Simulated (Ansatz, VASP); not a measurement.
Two plane-wave programs on Ge

Contents of POSCAR:

```
Ge
1.0
    1.3588524786     -2.5292366944      0.0000000000
    1.3588524786      2.5292366944      0.0000000000
    0.0000000000      0.0000000000      2.6242683486
Ge
1
Direct
    0.5000000000      0.5000000000      0.0000000000
```

File INCAR.step1:

```
ALGO     = Normal         # electronic algorithm
EDIFF    = 1E-4           # SCF threshold, eV
ENCUT    = 520            # plane-wave cutoff, eV
GGA      = PE             # functional
ISMEAR   = 1              # smearing method
LASPH    = T              # aspherical terms in the spheres
LCHARG   = F              # write CHGCAR
LREAL    = F              # projectors in reciprocal space
LWAVE    = T              # write WAVECAR
NBANDS   = 13             # bands
NELM     = 100            # most SCF steps
PREC     = Accurate       # precision mode
SIGMA    = 0.1            # smearing width, eV
```

File INCAR.step2:

```
ALGO     = Normal         # electronic algorithm
EDIFF    = 1E-6           # SCF threshold, eV
ENCUT    = 520            # plane-wave cutoff, eV
ISIF     = 2              # what is computed and relaxed
ISMEAR   = 1              # smearing method
ISTART   = 1            
LASPH    = T              # aspherical terms in the spheres
LCHARG   = F              # write CHGCAR
LMIXTAU  = T            
LREAL    = F              # projectors in reciprocal space
LWAVE    = F              # write WAVECAR
METAGGA  = R2SCAN         # meta-GGA
NBANDS   = 13             # bands
NELM     = 100            # most SCF steps
PREC     = Accurate       # precision mode
SIGMA    = 0.1            # smearing width, eV
```

File KPOINTS:

```
k-points
0
Gamma
  12 12 11
```

Input for Ansatz:

```yaml
crystal:
  lattice:
    - [1.3588524785516745, -2.5292366943586595, 0.0]
    - [1.3588524785516745, 2.5292366943586595, 0.0]
    - [0.0, 0.0, 2.624268348568504]
  atoms:
    - { symbol: Ge, position: [0.5, 0.5, 0.0] }
basis:
  ecutwfc: 550.0
kpoints:
  mp_grid:
    grid: [12, 12, 11]
hamiltonian:
  xc: r2scan
  pseudopotentials:
    kind: paw
scf:
  occupations:
    method: cold
output:
  stress: true
```

Alike in both runs: task single point; functional r2SCAN; k mesh 12 × 12 × 11; no spin polarisation.

|  | VASP | Ansatz |
| --- | --- | --- |
| version | VASP 6.6.1 | Ansatz 0.2.0 |
| potentials or method | VASP PAW PBE potentials, release 64 (Ge_d), cutoff 520 eV | plane waves, PAW |
| occupations | methfessel-paxton of order 1, width 0.1 eV | cold |
| valence electrons in the cell | 14 | 14 |

```tsv
	VASP	Ansatz	Ansatz less VASP
pressure (GPa)	2.8	3.1	+0.31
traceless stress, the component that is largest in VASP (GPa)	-3.61	-3.56	+0.050
```

VASP's potentials were made for PBE, not for r2SCAN.
